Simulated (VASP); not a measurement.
CuO (Tenorite):

```xyz
4
Lattice="2.3447 -1.7134 0.0000 2.3447 1.7134 0.0000 -0.8606 0.0000 5.0594" Properties=species:S:1:pos:R:3 pbc="T T T"
Cu    0.7420   -0.8457    2.5297
Cu    1.1723    0.8457    0.0000
O     1.6421    0.2841    3.8133
O     2.0724   -0.2841    1.2836
```

| Property | Result |
| --- | --- |
| Program | VASP 6.6.1 |
| Task | relaxation of cell and atoms |
| Functional | PBE |
| Potentials or basis | VASP PAW PBE potentials, release 64 (Cu, O) |
| Cutoff | 600 eV |
| k mesh | 8 × 8 × 4 |
| Occupations | fermi-dirac, width 0.05 eV |
| Spin | no spin polarisation |

At the start: pressure 6.3 GPa; volume 10.16 Å³/atom.

Question: Where does the relaxation end?

Answer: Over 32 steps the energy falls by 60.8 meV/atom and the volume is 11.19 Å³/atom (+10.1 %); space group Cccm (No. 66, to 0.05 Å).

Step by step:
```csv
step,energy change (eV),largest force (eV/Å),pressure (GPa),volume (Å³)
1,0.0000,0.7870,6.29,40.65
2,-0.0660,0.3418,-3.51,43.04
3,-0.0737,0.3181,-1.42,42.41
4,-0.0910,0.2349,0.52,42.15
5,-0.0949,0.2415,1.98,41.96
6,-0.1085,0.2148,1.54,42.28
7,-0.1396,0.1327,0.48,43.19
8,-0.1520,0.1556,-1.33,44.96
9,-0.1557,0.1004,-0.63,44.32
10,-0.1786,0.0411,-0.82,44.56
11,-0.2139,0.1903,-1.04,45.03
12,-0.1959,0.5988,-2.20,45.55
13,-0.2225,0.2881,-1.27,45.24
14,-0.2381,0.0821,0.64,44.61
15,-0.2382,0.0716,0.59,44.64
16,-0.2396,0.0723,-0.56,44.88
17,-0.2397,0.0721,-0.44,44.84
18,-0.2407,0.0385,0.05,44.70
19,-0.2407,0.0391,0.04,44.70
20,-0.2413,0.0291,0.13,44.68
21,-0.2421,0.0286,0.72,44.62
22,-0.2423,0.0298,0.37,44.66
23,-0.2426,0.0316,0.22,44.72
24,-0.2427,0.0355,-0.16,44.85
25,-0.2427,0.0347,-0.08,44.82
26,-0.2428,0.0286,-0.08,44.82
27,-0.2430,0.0164,-0.11,44.82
28,-0.2430,0.0454,-0.19,44.81
29,-0.2431,0.0251,-0.05,44.81
30,-0.2432,0.0170,-0.09,44.80
31,-0.2432,0.0119,0.16,44.75
32,-0.2432,0.0080,0.00,44.77
```

Final structure:
```
CELL_PARAMETERS angstrom
2.12629 -2.02911 0.16462
2.12629 2.02911 0.16462
-0.42667 0.00000 5.15514
ATOMIC_POSITIONS crystal
Cu 0.49438 0.99421 0.50185
Cu 0.99421 0.49438 0.00185
O 0.49246 0.49594 0.75185
O 0.49594 0.49246 0.25185
```

Caveat: the volume moved by +10 % from the deposited cell, more than functionals usually miss.
